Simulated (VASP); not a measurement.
# Ta (Im-3m) in VASP: further runs

Runs on Ta. Level: PBE+D3(BJ). Tasks: single point, relaxation of cell and atoms.

All numbers are computed with VASP 6.6.1; they aren't measurements. Logs are shortened: lines on timing, memory, paths and dates and some standing lists are left out, and cuts for length are marked.

## 1. The cell of the first run

The structure is cubic, space group Im-3m (No. 229). The conventional cell has a = 3.285 Å, b = 3.285 Å, c = 3.285 Å, α = 90.00°, β = 90.00°, γ = 90.00°. Ta (site symmetry m-3m) has 14 Ta at 2.84 to 3.28 Å within 3.7 Å.

## 2. Single point, PBE+D3(BJ)

INCAR

```
ALGO     = Fast           # electronic algorithm
EDIFF    = 1E-6           # SCF threshold, eV
ENCUT    = 520            # plane-wave cutoff, eV
GGA      = PE             # functional
ISIF     = 2              # what is computed and relaxed
ISMEAR   = 0              # smearing method
IVDW     = 12             # dispersion correction
LASPH    = True           # aspherical terms in the spheres
LCHARG   = True           # write CHGCAR
LELF     = True           # ELF
LREAL    = False          # projectors in reciprocal space
LVHAR    = True         
LWAVE    = False          # write WAVECAR
NBANDS   = 12             # bands
NELM     = 60             # most SCF steps
PREC     = Accurate       # precision mode
SIGMA    = 0.1            # smearing width, eV
```

KPOINTS

```
k-points
0
Gamma
  18 18 18
```

POSCAR

```
Ta
1.0
   -1.6424733472      1.6424733472      1.6424733472
    1.6424733472     -1.6424733472      1.6424733472
    1.6424733472      1.6424733472     -1.6424733472
Ta
1
Direct
    0.0000000000      0.0000000000      0.0000000000
```

Potentials or basis: VASP PAW PBE potentials, release 64 (Ta_pv).

Started as:

```console
$ cat potpaw_PBE.64/Ta_pv/POTCAR > POTCAR
$ mpirun -np 1 vasp_std > vasp.out
```

OUTCAR:

```text
EDIFF = 1E-6
   ENCUT = 520
   GGA = PE
   ISIF = 2
   ISMEAR = 0
   IVDW = 12
   LASPH = True
   LREAL = False
   NELM = 60
   PREC = Accurate
 IVDW          = 12

 ion  position               nearest neighbor table
   1  0.000  0.000  0.000-

  LATTYP: Found a body centered cubic cell.
 ALAT       =     3.2849466944

  Lattice vectors:

 A1 = (  -1.6424733472,   1.6424733472,   1.6424733472)
 A2 = (   1.6424733472,  -1.6424733472,   1.6424733472)
 A3 = (   1.6424733472,   1.6424733472,  -1.6424733472)

Analysis of symmetry for initial positions (statically):
=====================================================================
 Subroutine PRICEL returns:
 Original cell was already a primitive cell.

 Routine SETGRP: Setting up the symmetry group for a
 body centered cubic supercell.

 Subroutine GETGRP returns: Found 48 space group operations
 (whereof 48 operations were pure point group operations)
 out of a pool of 48 trial point group operations.

The static configuration has the point symmetry O_h .

Analysis of symmetry for dynamics (positions and initial velocities):
=====================================================================
 Subroutine PRICEL returns:
 Original cell was already a primitive cell.

 Routine SETGRP: Setting up the symmetry group for a
 body centered cubic supercell.

 Subroutine GETGRP returns: Found 48 space group operations
 (whereof 48 operations were pure point group operations)
 out of a pool of 48 trial point group operations.

The dynamic configuration has the point symmetry O_h .

 Subroutine INISYM returns: Found 48 space group operations
 (whereof 48 operations are pure point group operations),
 and found     1 'primitive' translations

----------------------------------------------------------------------------------------

                                     Primitive cell

  volume of cell :      17.7237

  direct lattice vectors                    reciprocal lattice vectors
    -1.642473347  1.642473347  1.642473347     0.000000000  0.304418943  0.304418943
     1.642473347 -1.642473347  1.642473347     0.304418943  0.000000000  0.304418943
     1.642473347  1.642473347 -1.642473347     0.304418943  0.304418943  0.000000000

  length of vectors
     2.844847287  2.844847287  2.844847287     0.430513398  0.430513398  0.430513398

  position of ions in fractional coordinates (direct lattice)
     0.000000000  0.000000000  0.000000000

  ion indices of the primitive-cell ions
   primitive index   ion index
[... 83 lines left out ...]
   PSTRESS=    0.0 pullay stress
   NELECT =      11.0000    total number of electrons
   NUPDOWN=      -1.0000    fix difference up-down
   EMIN   =  10.00;   EMAX   =-10.00  energy-range for DOS
   EFERMI =   0.00;   METHOD = LEGACY
   ISMEAR =     0;   SIGMA  =   0.10  broadening in eV -4-tet -1-fermi 0-gaus
   EFERMI_NEDOS =   21; number of points for ismear=-14 and -15
   IALGO  =     68    algorithm
   IMIX   =      4    mixing-type and parameters
     AMIX     =   0.40;   BMIX     =  1.00
     AMIX_MAG =   1.60;   BMIX_MAG =  1.00
  volume/ion in A,a.u.               =      17.72       119.61
  Fermi-wavevector in a.u.,A,eV,Ry     =   1.396435  2.638880 26.531779  1.950031
  Thomas-Fermi vector in A             =   2.519789
   LORBIT       =      0    0 simple, 1 ext, 2 COOP (PROOUT), +10 PAW based schemes
   GGA     = PE    functional components
   LHFCALC =     F    Hartree Fock is set to
   AEXX    =    0.0000 exact exchange contribution
   IVDW    =    12    specifies the selected vdW correction
   LEPSILON=     F    determine dielectric tensor
   LRPA    =     F    only Hartree local field effects (RPA)
 non-spin polarized calculation
 RMM-DIIS sequential band-by-band and
 Gauss-broadening in eV      SIGMA  =   0.10
  energy-cutoff  :      520.00
  volume of cell :       17.72
 maximum number of plane-waves:       490
 NGX is ok and might be reduce to    24
   NGX = 11   NGY = 11   NGZ = 11

 number of electron      11.0000002 magnetization

 Free energy of the ion-electron system (eV)
  ---------------------------------------------------
  ext. energy  EPLUGINS =         0.00000000
  ---------------------------------------------------
  free energy    TOTEN  =       -11.80506599 eV

  energy without entropy =      -11.79907067  energy(sigma->0) =      -11.80206833

 E-fermi :   5.6303     XC(G=0): -12.7001

 val. band max:        5.6255533358   @ k =   0.1111   0.0556   0.0556
 cond. band min:       5.6335553829   @ k =  -0.2778   0.3889   0.1111
 fundamental gap:      0.0080020471
 Fermi energy:         5.6303281619

 k-point     1 :       0.0000    0.0000    0.0000
  band No.  band energies     occupation
      1     -27.3866      2.00000
      2     -27.3866      2.00000
      3     -27.3866      2.00000
      4      -2.3604      2.00000
      5       6.3541      0.00000
      6       6.3541      0.00000
      7       6.3541      0.00000
      8       9.6845      0.00000
      9       9.6845      0.00000
     10      20.7042      0.00000
     11      20.7042      0.00000
     12      20.7042      0.00000
[... 331 lines left out ...]
 k-point    24 :       0.3889    0.1111    0.0000
  band No.  band energies     occupation
      1     -28.5474      2.00000
      2     -27.8193      2.00000
      3     -27.4492      2.00000
      4       1.5737      2.00000
      5       4.1546      2.00000
      6       6.3205      0.00000
      7       9.4393      0.00000
      8      10.7655      0.00000
      9      13.6737      0.00000
     10      17.3538      0.00000
     11      18.7328      0.00000
     12      20.3852      0.00000

 [... further k-points ...]

------------------------ aborting loop because EDIFF is reached ----------------------------------------

 Edisp (eV)   -0.67358

 E8    (eV) :    -0.3527

  FORCE on cell =-STRESS in cart. coord.  units (eV):
  Direction    XX          YY          ZZ          XY          YZ          ZX
  --------------------------------------------------------------------------------------
  -------------------------------------------------------------------------------------
  Total       0.01831     0.01831     0.01831    -0.00000     0.00000    -0.00000
  in kB       1.65480     1.65480     1.65480    -0.00000     0.00000    -0.00000
  external pressure =        1.65 kB  Pullay stress =        0.00 kB

 VOLUME and BASIS-vectors are now :
 -----------------------------------------------------------------------------
  energy-cutoff  :      520.00
  volume of cell :       17.72
      direct lattice vectors                 reciprocal lattice vectors
    -1.642473347  1.642473347  1.642473347     0.000000000  0.304418943  0.304418943
     1.642473347 -1.642473347  1.642473347     0.304418943  0.000000000  0.304418943
     1.642473347  1.642473347 -1.642473347     0.304418943  0.304418943  0.000000000

 POSITION                                       TOTAL-FORCE (eV/Angst)
 -----------------------------------------------------------------------------------
      0.00000      0.00000      0.00000        -0.000000     -0.000000      0.000000
 -----------------------------------------------------------------------------------
    total drift:                               -0.000000      0.000000      0.000000

  FREE ENERGIE OF THE ION-ELECTRON SYSTEM (eV)
  ---------------------------------------------------
  free  energy   TOTEN  =       -12.4786473678 eV

  energy  without entropy=      -12.4726520413  energy(sigma->0) =      -12.47564970
```

Run time: 28 s. Hardware: 1 thread of AMD EPYC 9R45 (Zen 5), shared host; peak memory 0.15 GiB.

Results:

| Item | Value |
| --- | --- |
| Free energy | -12.4786 eV |
| Pressure | 0.2 GPa |
| Dispersion energy per atom | -0.674 eV |

Caveat: spin-orbit coupling is left out, which moves the levels of the heavy elements; pairwise dispersion overbinds metals, which lowers pressure and volume.

## 3. Relaxation of cell and atoms, PBE+D3(BJ)

This run uses another cell than the first one, of 18.01 Å³/atom, 1.016 times its volume.

INCAR

```
PREC = Accurate ; ENCUT = 600
EDIFF = 1E-6 ; ISMEAR = 0
SIGMA = 0.1 ; LREAL = F
LASPH = T ; NELM = 60
ALGO = Fast ; ISIF = 3
LWAVE = F ; LCHARG = F
GGA = PE ; IVDW = 12
IBRION = 2 ; NSW = 100
EDIFFG = -0.005
```

KPOINTS

```
regular mesh
0
Gamma
  18 18 18
```

POSCAR

```
Ta
1.0
   -1.6512800000      1.6512800000      1.6512800000
    1.6512800000     -1.6512800000      1.6512800000
    1.6512800000      1.6512800000     -1.6512800000
Ta
1
Direct
    0.0000000000      0.0000000000      0.0000000000
```

Potentials or basis: VASP PAW PBE potentials, release 64 (Ta_pv).

Started as:

```console
$ cat potpaw_PBE.64/Ta_pv/POTCAR > POTCAR
$ mpirun -np 1 vasp_std > vasp.out
```

OUTCAR:

```text
PREC = Accurate
   ENCUT = 600
   EDIFF = 1E-6
   ISMEAR = 0
   LREAL = F
   LASPH = T
   NELM = 60
   ISIF = 3
   GGA = PE
   IVDW = 12
   IBRION = 2
   NSW = 100
   EDIFFG = -0.005
 IVDW          = 12

 ion  position               nearest neighbor table
   1  0.000  0.000  0.000-

  LATTYP: Found a body centered cubic cell.
 ALAT       =     3.3025600000

  Lattice vectors:

 A1 = (  -1.6512800000,   1.6512800000,   1.6512800000)
 A2 = (   1.6512800000,  -1.6512800000,   1.6512800000)
 A3 = (   1.6512800000,   1.6512800000,  -1.6512800000)

Analysis of symmetry for initial positions (statically):
=====================================================================
 Subroutine PRICEL returns:
 Original cell was already a primitive cell.

 Routine SETGRP: Setting up the symmetry group for a
 body centered cubic supercell.

 Subroutine GETGRP returns: Found 48 space group operations
 (whereof 48 operations were pure point group operations)
 out of a pool of 48 trial point group operations.

The static configuration has the point symmetry O_h .

Analysis of symmetry for dynamics (positions and initial velocities):
=====================================================================
 Subroutine PRICEL returns:
 Original cell was already a primitive cell.

[... 146 lines left out ...]

 number of electron      11.0000002 magnetization

 Free energy of the ion-electron system (eV)
  ---------------------------------------------------
  ext. energy  EPLUGINS =         0.00000000
  ---------------------------------------------------
  free energy    TOTEN  =       -11.81391153 eV

  energy without entropy =      -11.80785575  energy(sigma->0) =      -11.81088364

------------------------ aborting loop because EDIFF is reached ----------------------------------------

 Edisp (eV)   -0.66247

 E8    (eV) :    -0.3469
[... 69 lines left out ...]
--------------------------------------- Ionic step        3  -------------------------------------------

 number of electron      11.0000002 magnetization

 Free energy of the ion-electron system (eV)
  ---------------------------------------------------
  ext. energy  EPLUGINS =         0.00000000
  ---------------------------------------------------
  free energy    TOTEN  =       -11.80609442 eV

  energy without entropy =      -11.80009353  energy(sigma->0) =      -11.80309397

 E-fermi :   5.6223     XC(G=0): -12.6951

 val. band max:        5.6185519794   @ k =   0.1111   0.0556   0.0556
 cond. band min:       5.6252722783   @ k =   0.3333   0.0000   0.0000
 fundamental gap:      0.0067202989
 Fermi energy:         5.6223037765

 k-point     1 :       0.0000    0.0000    0.0000
  band No.  band energies     occupation
      1     -27.3977      2.00000
      2     -27.3977      2.00000
      3     -27.3977      2.00000
      4      -2.3647      2.00000
      5       6.3461      0.00000
      6       6.3461      0.00000
      7       6.3461      0.00000
      8       9.6731      0.00000
      9       9.6731      0.00000
[... 265 lines left out ...]
 k-point    24 :       0.3889    0.1111    0.0000
  band No.  band energies     occupation
      1     -28.5549      2.00000
      2     -27.8290      2.00000
      3     -27.4601      2.00000
      4       1.5694      2.00000
      5       4.1492      2.00000
      6       6.3096      0.00000
      7       9.4277      0.00000
      8      10.7521      0.00000
      9      13.6564      0.00000

 [... further k-points ...]

------------------------ aborting loop because EDIFF is reached ----------------------------------------

 Edisp (eV)   -0.67290

 E8    (eV) :    -0.3524
[... 24 lines left out ...]
  FREE ENERGIE OF THE ION-ELECTRON SYSTEM (eV)
  ---------------------------------------------------
  free  energy   TOTEN  =       -12.4789986222 eV

  energy  without entropy=      -12.4729977321  energy(sigma->0) =      -12.47599818

 reached required accuracy - stopping structural energy minimisation
```

CONTCAR:

```text
Ta
   1.00000000000000
    -1.6430050027852472    1.6430050027852472    1.6430050027852472
     1.6430050027852472   -1.6430050027852472    1.6430050027852472
     1.6430050027852472    1.6430050027852472   -1.6430050027852472
  Ta
     1
Direct
     0.0000000000000000    0.0000000000000000    0.0000000000000000

  0.00000000E+00  0.00000000E+00  0.00000000E+00
```

Run time: 53 s. Hardware: 1 thread of AMD EPYC 9R45 (Zen 5), shared host; peak memory 0.15 GiB.

What came out:

```
Free energy                            : -12.4790 eV
Relaxed volume                         : 17.74 Å³/atom
Relaxed cell                           : a = 2.846 Å, b = 2.846 Å, c = 2.846 Å, α = 109.47°, β = 109.47°, γ = 109.47°
Space group after relaxing (to 0.05 Å) : Im-3m (No. 229)
Energy gained by relaxing              : 2.6 meV/atom
Ionic steps                            : 3
Pressure after relaxing                : 0.0 GPa
Dispersion energy per atom             : -0.673 eV
```

Step by step:
| step | energy change (eV) | largest force (eV/Å) | pressure (GPa) | volume (Å³) |
| --- | --- | --- | --- | --- |
| 1 | 0.0000 | 0.0000 | -3.05 | 18.01 |
| 2 | 0.0115 | 0.0000 | 7.70 | 17.13 |
| 3 | -0.0026 | 0.0000 | -0.03 | 17.74 |

Final structure:
```xyz
1
Lattice="-1.6430 1.6430 1.6430 1.6430 -1.6430 1.6430 1.6430 1.6430 -1.6430" Properties=species:S:1:pos:R:3 pbc="T T T"
Ta    0.0000    0.0000    0.0000
```

Caveat: spin-orbit coupling is left out, which moves the levels of the heavy elements; pairwise dispersion overbinds metals, which lowers pressure and volume.

## 4. Single point, PBE+D3(BJ)

This run uses another cell than the first one, of 18.01 Å³/atom, 1.016 times its volume.

INCAR

```
  PREC = Accurate
  ENCUT = 500
  EDIFF = 1E-6
  ISMEAR = 0
  SIGMA = 0.1
  LREAL = False
  LASPH = True
  NELM = 120
  ALGO = Normal
  ISIF = 2
  LWAVE = False
  LCHARG = False
  GGA = PE
  IVDW = 12
  NBANDS = 12
  GGA_COMPAT = False
```

KPOINTS

```
regular mesh
0
Gamma
  8 8 8
```

POSCAR is that of step 3.

Started as:

```console
$ cat potpaw_PBE.64/Ta_pv/POTCAR > POTCAR
$ mpirun -np 1 vasp_std > vasp.out
```

Run time: 7.1 s. Hardware: 1 thread of Intel Xeon Platinum 8259CL at 2.50GHz (Skylake/Cascade Lake), shared host; peak memory 0.14 GiB.

Results (log left out):

```
Free energy                : -12.4983 eV
Pressure                   : -5.0 GPa
Dispersion energy per atom : -0.662 eV
```

Levels at points of the mesh, in eV from the Fermi level:
| k point | band 1 | band 2 | band 3 | band 4 | band 5 | band 6 | band 7 | band 8 | band 9 | band 10 |
| --- | --- | --- | --- | --- | --- | --- | --- | --- | --- | --- |
| (0.00, 0.00, 0.00) | -33.06 | -33.06 | -33.06 | -7.94 | 0.73 | 0.73 | 0.73 | 4.00 | 4.00 | 14.72 |
| (0.50, 0.00, 0.00) | -34.24 | -33.44 | -33.07 | -4.39 | -1.55 | 1.57 | 3.89 | 4.92 | 7.80 | 11.73 |
| (0.50, 0.50, 0.50) | -33.88 | -33.88 | -33.88 | -3.82 | -3.82 | 6.84 | 6.84 | 6.84 | 8.64 | 8.64 |

Caveat: spin-orbit coupling is left out, which moves the levels of the heavy elements; pairwise dispersion overbinds metals, which lowers pressure and volume.

## 5. Summary

| task | cell | k mesh | cutoff (eV) | gap on the mesh (eV) | pressure (GPa) |
| --- | --- | --- | --- | --- | --- |
| single point | a = 2.845 Å, angles 109.5°, 1 atom | 18 × 18 × 18 | 520 | none | 0.2 |
| relaxation of cell and atoms | relaxed from a = 2.860 Å, angles 109.5°, 1 atom | 18 × 18 × 18 | 600 | none | 0.0 |
| single point | a = 2.860 Å, angles 109.5°, 1 atom | 8 × 8 × 8 | 500 | none | -5.0 |

Alike in all rows: level PBE+D3(BJ); potentials or basis VASP PAW PBE potentials, release 64 (Ta_pv); no spin polarisation; smearing gaussian 0.1 eV.

Caveats: spin-orbit coupling is left out, which moves the levels of the heavy elements; pairwise dispersion overbinds metals, which lowers pressure and volume.

Absolute energies hang on the potentials; compare differences alone.
